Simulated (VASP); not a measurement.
# CoSi (rocksalt type) (Fm-3m) in VASP: a series of runs

The runs below take CoSi (rocksalt type) through relaxation of cell and atoms, with PBE.

Everything below comes from runs of VASP 6.6.1. Logs are shortened: lines on timing, memory, paths and dates and some standing lists are left out, and cuts for length are marked.

## (1) The cell of the first run

It takes space group Fm-3m (No. 225, cubic). Conventional cell: a = 4.663 Å, b = 4.663 Å, c = 4.663 Å, α = 90.00°, β = 90.00°, γ = 90.00°. Within 3.1 Å of Co (site symmetry m-3m) lie 6 Si at 2.33 Å. Within 3.1 Å of Si (site symmetry m-3m) lie 6 Co at 2.33 Å.

## (2) Relaxation of cell and atoms, PBE, target pressure -0.00054 GPa, at which the enthalpy is minimised

INCAR reads:

```
ALGO = Normal ; EDIFF = 1E-6
EDIFFG = -0.005 ; ENCUT = 600
GGA = PE ; IBRION = 2
ISIF = 3 ; ISMEAR = -1
LASPH = True ; LCHARG = False
LREAL = False ; LWAVE = False
NELM = 80 ; NSW = 60
PREC = Accurate ; PSTRESS = -0.0054
SIGMA = 0.05
```

KPOINTS reads:

```
k-points
0
Gamma
  14 14 14
```

POSCAR reads:

```
CoSi
1.0
    0.0000000000      2.3313245302      2.3313245302
    2.3313245302      0.0000000000      2.3313245302
    2.3313245302      2.3313245302      0.0000000000
Co Si
1 1
Direct
    0.0000000000      0.0000000000      0.0000000000
    0.5000000000      0.5000000000      0.5000000000
```

Potentials or basis: VASP PAW PBE potentials, release 64 (Co, Si).

Started as:

```console
$ cat potpaw_PBE.64/Co/POTCAR potpaw_PBE.64/Si/POTCAR > POTCAR
$ mpirun -np 1 vasp_std > vasp.out
```

OUTCAR:

```text
EDIFF = 1E-6
   EDIFFG = -0.005
   ENCUT = 600
   GGA = PE
   IBRION = 2
   ISIF = 3
   ISMEAR = -1
   LASPH = True
   LREAL = False
   NELM = 80
   NSW = 60
   PREC = Accurate
   PSTRESS = -0.0054

 ion  position               nearest neighbor table
   1  0.000  0.000  0.000-   2 2.33   2 2.33   2 2.33   2 2.33   2 2.33   2 2.33
   2  0.500  0.500  0.500-   1 2.33   1 2.33   1 2.33   1 2.33   1 2.33   1 2.33

  LATTYP: Found a face centered cubic cell.
 ALAT       =     4.6626490604

  Lattice vectors:

 A1 = (   0.0000000000,   2.3313245302,   2.3313245302)
 A2 = (   2.3313245302,   0.0000000000,   2.3313245302)
 A3 = (   2.3313245302,   2.3313245302,   0.0000000000)

Analysis of symmetry for initial positions (statically):
=====================================================================
 Subroutine PRICEL returns:
 Original cell was already a primitive cell.

 Routine SETGRP: Setting up the symmetry group for a
 face centered cubic supercell.

 Subroutine GETGRP returns: Found 48 space group operations
 (whereof 48 operations were pure point group operations)
 out of a pool of 48 trial point group operations.

The static configuration has the point symmetry O_h .

Analysis of symmetry for dynamics (positions and initial velocities):
=====================================================================
 Subroutine PRICEL returns:
 Original cell was already a primitive cell.

 Routine SETGRP: Setting up the symmetry group for a
 face centered cubic supercell.

 Subroutine GETGRP returns: Found 48 space group operations
 (whereof 48 operations were pure point group operations)
 out of a pool of 48 trial point group operations.

The dynamic configuration has the point symmetry O_h .

 Subroutine INISYM returns: Found 48 space group operations
 (whereof 48 operations are pure point group operations),
 and found     1 'primitive' translations

----------------------------------------------------------------------------------------

                                     Primitive cell

  volume of cell :      25.3418

  direct lattice vectors                    reciprocal lattice vectors
     0.000000000  2.331324530  2.331324530    -0.214470355  0.214470355  0.214470355
     2.331324530  0.000000000  2.331324530     0.214470355 -0.214470355  0.214470355
     2.331324530  2.331324530  0.000000000     0.214470355  0.214470355 -0.214470355

  length of vectors
     3.296990769  3.296990769  3.296990769     0.371473552  0.371473552  0.371473552

  position of ions in fractional coordinates (direct lattice)
     0.000000000  0.000000000  0.000000000
     0.500000000  0.500000000  0.500000000

  ion indices of the primitive-cell ions
   primitive index   ion index
                 1           1
                 2           2

----------------------------------------------------------------------------------------

 KPOINTS: k-points

Automatic generation of k-mesh.
 Grid dimensions read from file:
 generate k-points for:   14   14   14

 Generating k-lattice:

  Cartesian coordinates                     Fractional coordinates (reciprocal lattice)
    -0.015319311  0.015319311  0.015319311     0.071428571  0.000000000  0.000000000
     0.015319311 -0.015319311  0.015319311     0.000000000  0.071428571  0.000000000
     0.015319311  0.015319311 -0.015319311     0.000000000  0.000000000  0.071428571

  Length of vectors
     0.026533825  0.026533825  0.026533825

  Shift w.r.t. Gamma in fractional coordinates (k-lattice)
     0.000000000  0.000000000  0.000000000

 Subroutine IBZKPT returns following result:
 ===========================================

 Found    104 irreducible k-points:

 Following reciprocal coordinates:
            Coordinates               Weight
  0.000000  0.000000  0.000000      1.000000
  0.071429  0.000000  0.000000      8.000000
  0.142857  0.000000  0.000000      8.000000
  0.214286  0.000000  0.000000      8.000000
  0.285714  0.000000  0.000000      8.000000
  0.357143  0.000000  0.000000      8.000000
[... 16 lines left out ...]
  0.214286  0.142857  0.000000     24.000000
  0.285714  0.142857  0.000000     24.000000
 [... further k-points ...]
   k-points           NKPTS =    104   k-points in BZ     NKDIM =    104   number of bands    NBANDS=     10
   number of dos      NEDOS =    301   number of ions     NIONS =      2
   total plane-waves  NPLWV =  21952
   dimension x,y,z NGX =    28 NGY =   28 NGZ =   28
   dimension x,y,z NGXF=    56 NGYF=   56 NGZF=   56
   ions per type =               1   1
   NGX,Y,Z   is equivalent  to a cutoff of  14.12, 14.12, 14.12 a.u.
   NGXF,Y,Z  is equivalent  to a cutoff of  28.24, 28.24, 28.24 a.u.
 SYSTEM =  unknown system
   PREC   = accura    normal or accurate (medium, high low for compatibility)
   ISTART =      0    job   : 0-new  1-cont  2-samecut
   ICHARG =      2    charge: 1-file 2-atom 10-const
   ISPIN  =      1    spin polarized calculation?
   LNONCOLLINEAR =      F non collinear calculations
   LSORBIT =      F    spin-orbit coupling
   LASPH  =      T    aspherical Exc in radial PAW
   ENCUT  =  600.0 eV  44.10 Ry    6.64 a.u.   6.58  6.58  6.58*2*pi/ulx,y,z
   NELM   =     80;   NELMIN=  2; NELMDL= -5     # of ELM steps
   EDIFF  = 0.1E-05   stopping-criterion for ELM
   LREAL  =      F    real-space projection
   EDIFFG = -.5E-02   stopping-criterion for IOM
   NSW    =     60    number of steps for IOM
   IBRION =      2    ionic relax: 0-MD 1-quasi-New 2-CG
   NFREE  =      1    steps in history (QN), initial steepest desc. (CG)
   ISIF   =      3    stress and relaxation
   ISYM   =      2    0-nonsym 1-usesym 2-fastsym
   POTIM  = 0.5000    time-step for ionic-motion
   TEBEG  =    0.0;   TEEND  =   0.0 temperature during run
   PSTRESS=   -0.0 pullay stress
   NELECT =      13.0000    total number of electrons
   NUPDOWN=      -1.0000    fix difference up-down
   EMIN   =  10.00;   EMAX   =-10.00  energy-range for DOS
   EFERMI =   0.00;   METHOD = LEGACY
   ISMEAR =    -1;   SIGMA  =   0.05  broadening in eV -4-tet -1-fermi 0-gaus
   EFERMI_NEDOS =   21; number of points for ismear=-14 and -15
   IALGO  =     38    algorithm
   IMIX   =      4    mixing-type and parameters
     AMIX     =   0.40;   BMIX     =  1.00
     AMIX_MAG =   1.60;   BMIX_MAG =  1.00
  volume/ion in A,a.u.               =      12.67        85.51
  Fermi-wavevector in a.u.,A,eV,Ry     =   1.310519  2.476521 23.367451  1.717459
  Thomas-Fermi vector in A             =   2.441043
   LORBIT       =      0    0 simple, 1 ext, 2 COOP (PROOUT), +10 PAW based schemes
   GGA     = PE    functional components
   LHFCALC =     F    Hartree Fock is set to
   AEXX    =    0.0000 exact exchange contribution
   IVDW    =     0    specifies the selected vdW correction
   LEPSILON=     F    determine dielectric tensor
   LRPA    =     F    only Hartree local field effects (RPA)
 conjugate gradient relaxation of ions
 non-spin polarized calculation
  energy-cutoff  :      600.00
  volume of cell :       25.34
 maximum number of plane-waves:       877
   NGX = 13   NGY = 13   NGZ = 13

 number of electron      12.9999997 magnetization

 Free energy of the ion-electron system (eV)
  ---------------------------------------------------
  ext. energy  EPLUGINS =         0.00000000
  ---------------------------------------------------
  free energy    TOTEN  =       -12.28838314 eV

  energy without entropy =      -12.27651129  energy(sigma->0) =      -12.28244721

 E-fermi :   9.8101     XC(G=0): -12.0325

 val. band max:        9.7994271678   @ k =   0.4286   0.1429   0.0000
 cond. band min:       9.8287963531   @ k =  -0.3571   0.0714   0.0000
 fundamental gap:      0.0293691853
 Fermi energy:         9.8101322822

 k-point     1 :       0.0000    0.0000    0.0000
  band No.  band energies     occupation
      1      -2.3584      2.00000
      2       7.9131      2.00000
      3       7.9131      2.00000
      4       7.9131      2.00000
      5       7.9991      2.00000
      6       7.9991      2.00000
      7      14.2016      0.00000
      8      14.2016      0.00000
      9      14.2016      0.00000
     10      20.5531      0.00000

 k-point     2 :       0.0714    0.0000    0.0000
  band No.  band energies     occupation
      1      -2.2544      2.00000
      2       7.8352      2.00000
      3       7.8996      2.00000
      4       7.8996      2.00000
      5       7.9868      2.00000
      6       7.9868      2.00000
      7      13.7298      0.00000
      8      14.2794      0.00000
      9      14.2794      0.00000
     10      19.9066      0.00000

 k-point     3 :       0.1429    0.0000    0.0000
  band No.  band energies     occupation
      1      -1.9444      2.00000
      2       7.5812      2.00000
      3       7.7322      2.00000
      4       7.7322      2.00000
      5       8.0950      2.00000
      6       8.0950      2.00000
      7      12.6321      0.00000
      8      14.4891      0.00000
      9      14.4891      0.00000
     10      19.1041      0.00000

 k-point     4 :       0.2143    0.0000    0.0000
  band No.  band energies     occupation
      1      -1.4341      2.00000
      2       7.0837      2.00000
      3       7.4948      2.00000
      4       7.4948      2.00000
      5       8.2768      2.00000
      6       8.2768      2.00000
      7      11.4379      0.00000
      8      14.7805      0.00000
      9      14.7805      0.00000
     10      18.3734      0.00000
[... 222 lines left out ...]
 k-point    22 :       0.1429    0.1429    0.0000
  band No.  band energies     occupation
      1      -1.8105      2.00000
      2       7.4371      2.00000
      3       7.6848      2.00000
      4       7.9608      2.00000
      5       7.9608      2.00000
      6       8.0816      2.00000
      7      13.4559      0.00000
      8      13.4559      0.00000
      9      14.0636      0.00000
     10      18.6754      0.00000

 k-point    23 :       0.2143    0.1429    0.0000
  band No.  band energies     occupation
      1      -1.4410      2.00000
      2       7.1352      2.00000
      3       7.4806      2.00000
      4       7.8517      2.00000
      5       8.0575      2.00000
      6       8.2385      2.00000
      7      12.4713      0.00000
      8      13.2082      0.00000
      9      14.5067      0.00000
     10      18.3705      0.00000

 k-point    24 :       0.2857    0.1429    0.0000
  band No.  band energies     occupation
      1      -0.8791      2.00000
      2       6.6928      2.00000
      3       7.1656      2.00000
      4       7.6346      2.00000
      5       8.2331      2.00000
      6       8.4722      2.00000
      7      11.2878      0.00000
      8      13.1316      0.00000
      9      14.9234      0.00000
     10      17.2970      0.00000

 [... further k-points ...]
[... 5 lines left out ...]
  --------------------------------------------------------------------------------------
  -------------------------------------------------------------------------------------
  Total       -0.0052419     -0.0052419     -0.0052419     -0.0000000      0.0000000     -0.0000000
  in kB       -0.3314087     -0.3314087     -0.3314087     -0.0000000      0.0000000     -0.0000000
  external PRESSURE =      -0.3260087 kB  Pullay stress =      -0.0054000 kB

 VOLUME and BASIS-vectors are now :
 -----------------------------------------------------------------------------
  energy-cutoff  :      600.00
  volume of cell :       25.34
      direct lattice vectors                 reciprocal lattice vectors
     0.000000000  2.331324530  2.331324530    -0.214470355  0.214470355  0.214470355
     2.331324530  0.000000000  2.331324530     0.214470355 -0.214470355  0.214470355
     2.331324530  2.331324530  0.000000000     0.214470355  0.214470355 -0.214470355

 POSITION                                       TOTAL-FORCE (eV/Angst)
 -----------------------------------------------------------------------------------
      0.00000      0.00000      0.00000         0.000000      0.000000     -0.000000
      2.33132      2.33132      2.33132        -0.000000     -0.000000      0.000000
 -----------------------------------------------------------------------------------
    total drift:                               -0.000000      0.000000      0.000000

  FREE ENERGIE OF THE ION-ELECTRON SYSTEM (eV)
  ---------------------------------------------------
  free  energy   TOTEN  =       -12.2883831410 eV

  energy  without entropy=      -12.2765112886  energy(sigma->0) =      -12.28244721

  enthalpy is  TOTEN    =       -12.2884685535 eV   P V=       -0.0000854125

 reached required accuracy - stopping structural energy minimisation
```

Run time: 53 s. Hardware: 1 thread of AMD EPYC 7R13, shared host; peak memory 0.16 GiB.

What came out:

| Property | Result |
| --- | --- |
| Free energy | -12.2884 eV |
| Pressure after relaxing | 0.0 GPa |
| Band gap on the k mesh | zero (an odd number of electrons rules out a gap without spin polarisation) |

Final structure:
```
Co Si
1.0
     0.00000    2.33132    2.33132
     2.33132    0.00000    2.33132
     2.33132    2.33132    0.00000
Co Si
1 1
Direct
  0.00000 0.00000 0.00000
  0.50000 0.50000 0.50000
```

Caveat: the relaxation stopped at its first step, so nothing moved; the cell is relaxed towards a set pressure, so the run minimises the enthalpy, not the energy; the run has no spin polarisation, though such a crystal can be magnetic. Spin polarisation is off, so any magnetic state and its effect on volume and gap are missing.

## (3) Relaxation of cell and atoms, PBE

This run uses another cell than the first one, of 12.05 Å³/atom.

INCAR reads:

```
SYSTEM = CoSi
PREC = Accurate
ENCUT = 600
EDIFF = 1E-6
ISMEAR = -1
SIGMA = 0.05
LREAL = .FALSE.
LASPH = .TRUE.
NELM = 100
ALGO = Normal
ISIF = 3
LWAVE = .FALSE.
LCHARG = .FALSE.
GGA = PE
IBRION = 2
NSW = 60
EDIFFG = -0.005
```

KPOINTS reads:

```
Automatic mesh
0
G
  15 15 15
  0 0 0
```

POSCAR reads:

```
CoSi
1.0
    0.0000000000      2.2923918786      2.2923918786
    2.2923918786      0.0000000000      2.2923918786
    2.2923918786      2.2923918786      0.0000000000
Co Si
1 1
Direct
    0.0000000000      0.0000000000      0.0000000000
    0.5000000000      0.5000000000      0.5000000000
```

Potentials or basis: VASP PAW PBE potentials, release 64 (Co, Si).

Started as:

```console
$ cat potpaw_PBE.64/Co/POTCAR potpaw_PBE.64/Si/POTCAR > POTCAR
$ mpirun -np 1 vasp_std > vasp.out
```

Wall time 4.2 min (1 thread of AMD EPYC 7R13, shared host); peak memory 0.17 GiB.

Results (log left out):

```yaml
Free_energy: -12.2880 eV
Relaxed_volume: 12.67 Å³/atom
Relaxed_cell: a = 3.296 Å, b = 3.296 Å, c = 3.296 Å, α = 60.00°, β = 60.00°, γ = 60.00°
Space_group_after_relaxing_to_0.1_Å: Fm-3m (No. 225)
Energy_gained_by_relaxing: 16.7 meV/atom
Ionic_steps: 6
Pressure_after_relaxing: 0.0 GPa
Band_gap_on_the_k_mesh: zero (an odd number of electrons rules out a gap without spin polarisation)
```

The path:
```csv
step,energy change (eV),largest force (eV/Å),pressure (GPa),volume (Å³)
1,0.0000,0.0000,9.08,24.09
2,-0.0063,0.0000,-6.87,26.55
3,-0.0335,0.0000,0.19,25.34
4,-0.0335,0.0000,-0.20,25.37
5,-0.0335,0.0000,0.08,25.32
6,-0.0335,0.0000,0.04,25.33
```

Final structure:
```yaml
crystal:
  lattice:
    - [0.00000, 2.33097, 2.33097]
    - [2.33097, 0.00000, 2.33097]
    - [2.33097, 2.33097, 0.00000]
  atoms:
    - { symbol: Co, position: [0.00000, 0.00000, 0.00000] }
    - { symbol: Si, position: [0.50000, 0.50000, 0.50000] }
```

Levels at points of the mesh, in eV from the Fermi level:
```
           k point  band 2  band 3  band 4  band 5  band 6  band 7  band 8  band 9  band 10
(0.00, 0.00, 0.00)   -1.90   -1.90   -1.90   -1.81   -1.81    4.39    4.39    4.39    10.74
```

Caveat: the run has no spin polarisation, though such a crystal can be magnetic. Spin polarisation is off, so any magnetic state and its effect on volume and gap are missing.
